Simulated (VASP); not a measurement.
# Mo3W (P4/mmm) in VASP: further runs

Runs on Mo3W. Level: PBE. Tasks: single point.

Program: VASP 6.6.1. These are calculated values, not measurements. Logs are shortened: lines on timing, memory, paths and dates and some standing lists are left out, and cuts for length are marked.

### Step 1. The cell of the first run

Symmetry: P4/mmm, No. 123, tetragonal system. Conventional cell: a = 3.268 Å, b = 3.268 Å, c = 6.543 Å, α = 90.00°, β = 90.00°, γ = 90.00°. Mo (site symmetry 4mm) has 4 W at 2.83 Å and 10 Mo at 2.83 to 3.27 Å within 3.7 Å. Within 3.7 Å of Mo (site symmetry 4/mmm) lie 12 Mo at 2.83 to 3.27 Å and 2 W at 3.27 Å. Within 3.7 Å of W (site symmetry 4/mmm) lie 10 Mo at 2.83 to 3.27 Å and 4 W at 3.27 Å.

### Step 2. Single point, PBE (17.47 Å³/atom)

Input file INCAR:

```
SYSTEM = Mo3W
PREC = Accurate
ENCUT = 520
EDIFF = 1E-6
ISMEAR = 0
SIGMA = 0.1
LREAL = .False.
LASPH = .True.
NELM = 80
ALGO = Fast
ISIF = 2
LWAVE = .False.
LCHARG = .True.
GGA = PE
LELF = .True.
LVHAR = .True.
NBANDS = 36
```

Input file KPOINTS:

```
regular mesh
0
Gamma
  14 14 8
  0 0 0
```

Input file POSCAR:

```
Mo3W
1.0
    3.2676204252      0.0000000000      0.0000000000
    0.0000000000      3.2676204252      0.0000000000
    0.0000000000      0.0000000000      6.5431183229
Mo W
3 1
Direct
    0.0000000000      0.0000000000      0.7497444665
    0.5000000000      0.5000000000      0.0000000000
    0.0000000000      0.0000000000      0.2502555335
    0.5000000000      0.5000000000      0.5000000000
```

Potentials or basis: VASP PAW PBE potentials, release 64 (Mo_sv, W_sv).

Started as:

```bash
> cat potpaw_PBE.64/Mo_sv/POTCAR potpaw_PBE.64/W_sv/POTCAR > POTCAR
> mpirun -np 1 vasp_std > vasp.out
```

OUTCAR:

```text
SYSTEM = Mo3W
   PREC = Accurate
   ENCUT = 520
   EDIFF = 1E-6
   ISMEAR = 0
   LREAL = .False.
   LASPH = .True.
   NELM = 80
   ISIF = 2
   GGA = PE

 ion  position               nearest neighbor table
   1  0.000  0.000  0.750-   4 2.83   4 2.83   4 2.83   4 2.83   2 2.83   2 2.83   2 2.83   2 2.83
                             3 3.27   3 3.27
   2  0.500  0.500  0.000-   1 2.83   3 2.83   1 2.83   3 2.83   1 2.83   3 2.83   1 2.83   3 2.83
                             4 3.27   4 3.27
   3  0.000  0.000  0.250-   4 2.83   4 2.83   4 2.83   4 2.83   2 2.83   2 2.83   2 2.83   2 2.83
                             1 3.27   1 3.27
   4  0.500  0.500  0.500-   1 2.83   3 2.83   1 2.83   3 2.83   1 2.83   3 2.83   1 2.83   3 2.83
                             2 3.27   2 3.27

  LATTYP: Found a simple tetragonal cell.
 ALAT       =     3.2676204252
 C/A-ratio  =     2.0024107673

  Lattice vectors:

 A1 = (   3.2676204252,   0.0000000000,   0.0000000000)
 A2 = (   0.0000000000,   3.2676204252,   0.0000000000)
 A3 = (   0.0000000000,   0.0000000000,   6.5431183229)

Analysis of symmetry for initial positions (statically):
=====================================================================
 Subroutine PRICEL returns:
 Original cell was already a primitive cell.

 Routine SETGRP: Setting up the symmetry group for a
 simple tetragonal supercell.

 Subroutine GETGRP returns: Found 16 space group operations
 (whereof 16 operations were pure point group operations)
 out of a pool of 16 trial point group operations.

The static configuration has the point symmetry D_4h.

Analysis of symmetry for dynamics (positions and initial velocities):
=====================================================================
 Subroutine PRICEL returns:
 Original cell was already a primitive cell.

 Routine SETGRP: Setting up the symmetry group for a
 simple tetragonal supercell.

 Subroutine GETGRP returns: Found 16 space group operations
 (whereof 16 operations were pure point group operations)
 out of a pool of 16 trial point group operations.

The dynamic configuration has the point symmetry D_4h.

 Subroutine INISYM returns: Found 16 space group operations
 (whereof 16 operations are pure point group operations),
 and found     1 'primitive' translations

----------------------------------------------------------------------------------------

                                     Primitive cell

  volume of cell :      69.8631

  direct lattice vectors                    reciprocal lattice vectors
[... 89 lines left out ...]
   ENCUT  =  520.0 eV  38.22 Ry    6.18 a.u.   6.08  6.08 12.17*2*pi/ulx,y,z
   NELM   =     80;   NELMIN=  2; NELMDL= -5     # of ELM steps
   EDIFF  = 0.1E-05   stopping-criterion for ELM
   LREAL  =      F    real-space projection
   EDIFFG = 0.1E-04   stopping-criterion for IOM
   NSW    =      0    number of steps for IOM
   IBRION =     -1    ionic relax: 0-MD 1-quasi-New 2-CG
   NFREE  =      0    steps in history (QN), initial steepest desc. (CG)
   ISIF   =      2    stress and relaxation
   ISYM   =      2    0-nonsym 1-usesym 2-fastsym
   POTIM  = 0.5000    time-step for ionic-motion
   TEBEG  =    0.0;   TEEND  =   0.0 temperature during run
   PSTRESS=    0.0 pullay stress
   NELECT =      56.0000    total number of electrons
   NUPDOWN=      -1.0000    fix difference up-down
   EMIN   =  10.00;   EMAX   =-10.00  energy-range for DOS
   EFERMI =   0.00;   METHOD = LEGACY
   ISMEAR =     0;   SIGMA  =   0.10  broadening in eV -4-tet -1-fermi 0-gaus
   EFERMI_NEDOS =   21; number of points for ismear=-14 and -15
   IALGO  =     68    algorithm
   IMIX   =      4    mixing-type and parameters
     AMIX     =   0.40;   BMIX     =  1.00
     AMIX_MAG =   1.60;   BMIX_MAG =  1.00
  volume/ion in A,a.u.               =      17.47       117.86
  Fermi-wavevector in a.u.,A,eV,Ry     =   1.520740  2.873781 31.465498  2.312649
  Thomas-Fermi vector in A             =   2.629549
   LORBIT       =      0    0 simple, 1 ext, 2 COOP (PROOUT), +10 PAW based schemes
   GGA     = PE    functional components
   LHFCALC =     F    Hartree Fock is set to
   AEXX    =    0.0000 exact exchange contribution
   IVDW    =     0    specifies the selected vdW correction
   LEPSILON=     F    determine dielectric tensor
   LRPA    =     F    only Hartree local field effects (RPA)
 non-spin polarized calculation
 RMM-DIIS sequential band-by-band and
 Gauss-broadening in eV      SIGMA  =   0.10
  energy-cutoff  :      520.00
  volume of cell :       69.86
 maximum number of plane-waves:      1920
   NGX = 13   NGY = 13   NGZ = 25

 number of electron      55.9999996 magnetization

 Free energy of the ion-electron system (eV)
  ---------------------------------------------------
  ext. energy  EPLUGINS =         0.00000000
  ---------------------------------------------------
  free energy    TOTEN  =       -45.34519278 eV

  energy without entropy =      -45.33180685  energy(sigma->0) =      -45.33849982

 E-fermi :  10.6905     XC(G=0): -12.8588

 val. band max:       10.6866492363   @ k =   0.0714   0.0000   0.3750
 cond. band min:      10.6941281635   @ k =   0.3571   0.0000   0.2500
 fundamental gap:      0.0074789272
 Fermi energy:        10.6905378999

 k-point     1 :       0.0000    0.0000    0.0000
  band No.  band energies     occupation
      1     -63.6266      2.00000
      2     -50.5713      2.00000
      3     -50.4194      2.00000
      4     -50.3572      2.00000
      5     -27.7823      2.00000
      6     -27.7189      2.00000
[... 925 lines left out ...]
     35      12.8172      0.00000
     36      13.1873      0.00000

 [... further k-points ...]
[... 5 lines left out ...]
  --------------------------------------------------------------------------------------
  -------------------------------------------------------------------------------------
  Total       -9.0290951     -9.0290951     -9.0379558      0.0000000      0.0000000     -0.0000000
  in kB     -207.0650649   -207.0650649   -207.2682675      0.0000000      0.0000000     -0.0000000
  external PRESSURE =    -207.1327991 kB  Pullay stress =       0.0000000 kB

 VOLUME and BASIS-vectors are now :
 -----------------------------------------------------------------------------
  energy-cutoff  :      520.00
  volume of cell :       69.86
      direct lattice vectors                 reciprocal lattice vectors
     3.267620425  0.000000000  0.000000000     0.306033097  0.000000000  0.000000000
     0.000000000  3.267620425  0.000000000     0.000000000  0.306033097  0.000000000
     0.000000000  0.000000000  6.543118323     0.000000000  0.000000000  0.152832327

 POSITION                                       TOTAL-FORCE (eV/Angst)
 -----------------------------------------------------------------------------------
      0.00000      0.00000      4.90567        -0.000000      0.000000      0.003476
      1.63381      1.63381      0.00000         0.000000     -0.000000      0.000000
      0.00000      0.00000      1.63745         0.000000      0.000000     -0.003476
      1.63381      1.63381      3.27156         0.000000     -0.000000      0.000000
 -----------------------------------------------------------------------------------
    total drift:                                0.000000     -0.000000     -0.000000

  FREE ENERGIE OF THE ION-ELECTRON SYSTEM (eV)
  ---------------------------------------------------
  free  energy   TOTEN  =       -45.3451927819 eV

  energy  without entropy=      -45.3318068484  energy(sigma->0) =      -45.33849982
```

stdout:

```text
POSCAR found type information on POSCAR MoW
 POSCAR found :  2 types and       4 ions
 scaLAPACK will be used
 LDA part: xc-table for (Slater+PW92), standard interpolation
 POSCAR, INCAR and KPOINTS ok, starting setup
 FFT: planning ... GRIDC
 FFT: planning ... GRID_SOFT
 FFT: planning ... GRID
 WAVECAR not read
 entering main loop
WARNING in EDDRMM: call to ZHEGV failed, returncode =   8  4     35
```

Wall time 9.5 min (1 thread of Intel Xeon 8259CL, shared host); peak memory 0.46 GiB.

What came out:

| Item | Value |
| --- | --- |
| Free energy | -45.3452 eV |
| Pressure | -20.7 GPa |
| Largest force | 0.003 eV/Å |
| Band gap on the k mesh | zero (bands 28 and 29 overlap by 1.55 eV) |

Forces in eV/Å, atoms in the order of the input:
```
Mo   0.000  0.000  0.003
Mo   0.000  0.000  0.000
Mo   0.000  0.000 -0.003
W    0.000  0.000  0.000
```

Levels at points of the mesh, in eV from the Fermi level:
| k point | band 26 | band 27 | band 28 | band 29 | band 30 | band 31 |
| --- | --- | --- | --- | --- | --- | --- |
| (0.00, 0.00, 0.00) | -1.15 | -0.58 | -0.58 | -0.45 | -0.45 | 0.76 |
| (0.50, 0.00, 0.00) | -0.59 | -0.47 | -0.46 | 0.76 | 0.97 | 1.05 |
| (0.50, 0.50, 0.00) | -2.42 | 1.06 | 1.06 | 1.48 | 1.53 | 1.99 |
| (0.00, 0.00, 0.50) | -1.12 | -0.65 | -0.56 | 0.13 | 0.30 | 1.30 |
| (0.50, 0.00, 0.50) | -1.57 | -1.55 | -1.40 | 0.61 | 0.61 | 0.84 |
| (0.50, 0.50, 0.50) | -0.90 | -0.61 | -0.61 | 1.70 | 1.74 | 1.86 |

Caveat: the cell stands under tension; spin-orbit coupling is left out, which moves the levels of the heavy elements.

### Step 3. Single point, PBE, collinear spin

This run uses another cell than the first one, of 15.88 Å³/atom.

Input file INCAR:

```
SYSTEM = Mo3W
PREC = Accurate
ENCUT = 520
EDIFF = 1E-6
ISMEAR = 0
SIGMA = 0.1
LREAL = .False.
LASPH = .True.
NELM = 150
ALGO = Fast
ISIF = 2
LWAVE = .False.
LCHARG = .True.
ISPIN = 2
MAGMOM = 1 1 1 0
LORBIT = 11
LMAXMIX = 4
GGA = PE
LELF = .True.
LVHAR = .True.
NBANDS = 40
```

Input file KPOINTS:

```
regular mesh
0
Gamma
  6 6 4
  0 0 0
```

Input file POSCAR:

```
Mo3W
1.0
    3.1659417000      0.0000000000      0.0000000000
    0.0000000000      3.1659417000      0.0000000000
    0.0000000000      0.0000000000      6.3365004000
Mo W
3 1
Direct
    0.0000000000      0.0000000000      0.7506730000
    0.5000000000      0.5000000000      0.0000000000
    0.0000000000      0.0000000000      0.2493270000
    0.5000000000      0.5000000000      0.5000000000
```

Potentials or basis: VASP PAW PBE potentials, release 64 (Mo_sv, W_sv).

Started as:

```bash
> cat potpaw_PBE.64/Mo_sv/POTCAR potpaw_PBE.64/W_sv/POTCAR > POTCAR
> mpirun -np 1 vasp_std > vasp.out
```

OUTCAR:

```text
SYSTEM = Mo3W
   PREC = Accurate
   ENCUT = 520
   EDIFF = 1E-6
   ISMEAR = 0
   LREAL = .False.
   LASPH = .True.
   NELM = 150
   ISIF = 2
   ISPIN = 2
   LORBIT = 11
   GGA = PE

 ion  position               nearest neighbor table
   1  0.000  0.000  0.751-   2 2.74   2 2.74   2 2.74   2 2.74   4 2.74   4 2.74   4 2.74   4 2.74
                             3 3.16   3 3.18
   2  0.500  0.500  0.000-   1 2.74   3 2.74   1 2.74   3 2.74   1 2.74   3 2.74   1 2.74   3 2.74
                             4 3.17   4 3.17
   3  0.000  0.000  0.249-   2 2.74   2 2.74   2 2.74   2 2.74   4 2.74   4 2.74   4 2.74   4 2.74
                             1 3.16   1 3.18
   4  0.500  0.500  0.500-   1 2.74   3 2.74   1 2.74   3 2.74   1 2.74   3 2.74   1 2.74   3 2.74
                             2 3.17   2 3.17

  LATTYP: Found a simple tetragonal cell.
 ALAT       =     3.1659417000
 C/A-ratio  =     2.0014583339

  Lattice vectors:

 A1 = (   3.1659417000,   0.0000000000,   0.0000000000)
 A2 = (   0.0000000000,   3.1659417000,   0.0000000000)
 A3 = (   0.0000000000,   0.0000000000,   6.3365004000)

Analysis of symmetry for initial positions (statically):
=====================================================================
 Subroutine PRICEL returns:
 Original cell was already a primitive cell.

[... 2273 lines left out ...]
  -------------------------------------------------------------------------------------
  Total       -0.1306159     -0.1306159      0.8416344      0.0000000      0.0000000      0.0000000
  in kB       -3.2949686     -3.2949686     21.2314058      0.0000000      0.0000000      0.0000000
  external PRESSURE =       4.8804895 kB  Pullay stress =       0.0000000 kB

 VOLUME and BASIS-vectors are now :
 -----------------------------------------------------------------------------
  energy-cutoff  :      520.00
  volume of cell :       63.51
      direct lattice vectors                 reciprocal lattice vectors
     3.165941700  0.000000000  0.000000000     0.315861786  0.000000000  0.000000000
     0.000000000  3.165941700  0.000000000     0.000000000  0.315861786  0.000000000
     0.000000000  0.000000000  6.336500400     0.000000000  0.000000000  0.157815819

 POSITION                                       TOTAL-FORCE (eV/Angst)
 -----------------------------------------------------------------------------------
      0.00000      0.00000      4.75664         0.000000      0.000000     -0.024914
      1.58297      1.58297      0.00000         0.000000     -0.000000      0.000000
      0.00000      0.00000      1.57986        -0.000000     -0.000000      0.024914
      1.58297      1.58297      3.16825         0.000000     -0.000000      0.000000
 -----------------------------------------------------------------------------------
    total drift:                                0.000000     -0.000000     -0.000000

  FREE ENERGIE OF THE ION-ELECTRON SYSTEM (eV)
  ---------------------------------------------------
  free  energy   TOTEN  =       -45.7853611165 eV

  energy  without entropy=      -45.7718345911  energy(sigma->0) =      -45.77859785

 total charge

# of ion       s       p       d       tot
------------------------------------------
    1        2.372   6.212   3.917  12.500
    2        2.377   6.205   3.882  12.464
    3        2.372   6.212   3.917  12.500
    4        2.418   6.311   3.287  12.016
--------------------------------------------------
tot          9.539  24.939  15.002  49.480

 magnetization (x)

# of ion       s       p       d       tot
------------------------------------------
    1       -0.000   0.000   0.000   0.000
    2       -0.000   0.000  -0.000  -0.000
    3       -0.000   0.000   0.000   0.000
    4       -0.000   0.000  -0.000  -0.000
--------------------------------------------------
tot         -0.000   0.000   0.000   0.000
```

OSZICAR:

```text
N       E                     dE             d eps       ncg     rms          rms(c)
DAV:   1     0.711954516846E+03    0.71195E+03   -0.33293E+04  4808   0.152E+03
DAV:   2    -0.189012966682E+02   -0.73086E+03   -0.70797E+03  5264   0.505E+02
DAV:   3    -0.476700944770E+02   -0.28769E+02   -0.27745E+02  5552   0.104E+02
DAV:   4    -0.480299303055E+02   -0.35984E+00   -0.35910E+00  5112   0.114E+01
DAV:   5    -0.480328362223E+02   -0.29059E-02   -0.29057E-02  5304   0.108E+00    0.327E+01
RMM:   6    -0.460369433256E+02    0.19959E+01   -0.41911E+00  4829   0.112E+01    0.116E+01
RMM:   7    -0.457862869777E+02    0.25066E+00   -0.17297E+00  5063   0.650E+00    0.665E+00
RMM:   8    -0.457942576087E+02   -0.79706E-02   -0.11898E-01  5503   0.180E+00    0.173E+00
RMM:   9    -0.457920713207E+02    0.21863E-02   -0.25779E-02  5454   0.861E-01    0.109E+00
RMM:  10    -0.457888036495E+02    0.32677E-02   -0.15550E-02  5509   0.640E-01    0.712E-01
RMM:  11    -0.457854437975E+02    0.33599E-02   -0.43000E-03  5253   0.424E-01    0.137E-01
RMM:  12    -0.457853837354E+02    0.60062E-04   -0.80921E-04  5638   0.184E-01    0.809E-02
RMM:  13    -0.457853556652E+02    0.28070E-04   -0.18879E-04  5686   0.873E-02    0.497E-02
RMM:  14    -0.457853610919E+02   -0.54267E-05   -0.44349E-05  5744   0.412E-02    0.246E-02
RMM:  15    -0.457853611165E+02   -0.24626E-07   -0.82903E-06  5313   0.203E-02
   1 F= -.45785361E+02 E0= -.45778598E+02  d E =-.135265E-01  mag=     0.0003
```

stdout:

```text
POSCAR found type information on POSCAR MoW
 POSCAR found :  2 types and       4 ions
 scaLAPACK will be used
 LDA part: xc-table for (Slater+PW92), standard interpolation
 POSCAR, INCAR and KPOINTS ok, starting setup
 FFT: planning ... GRIDC
 FFT: planning ... GRID_SOFT
 FFT: planning ... GRID
 WAVECAR not read
 entering main loop
```

It took 84 s on 1 thread of AMD EPYC 9R14 (Zen 4), shared host; peak memory 0.23 GiB.

Results:

* Free energy: -45.7854 eV
* Pressure: 0.5 GPa
* Largest force: 0.025 eV/Å
* Band gap on the k mesh: zero (filled and empty bands overlap)
* Net moment: 0.00 μB per cell
* Valence electrons inside the program's atomic spheres: Mo 12.50, 12.46 (each value once); W 12.02

Forces in eV/Å, atoms in the order of the input:
```
Mo   0.000  0.000 -0.025
Mo   0.000  0.000  0.000
Mo   0.000  0.000  0.025
W    0.000  0.000  0.000
```

Stress tensor (GPa, compression positive):
```
-0.33  0.00  0.00
 0.00 -0.33  0.00
 0.00  0.00  2.12
```

Caveat: spin-orbit coupling is left out, which moves the levels of the heavy elements.

The gap in the log of VASP goes by the Fermi energy; the results here count the filled bands.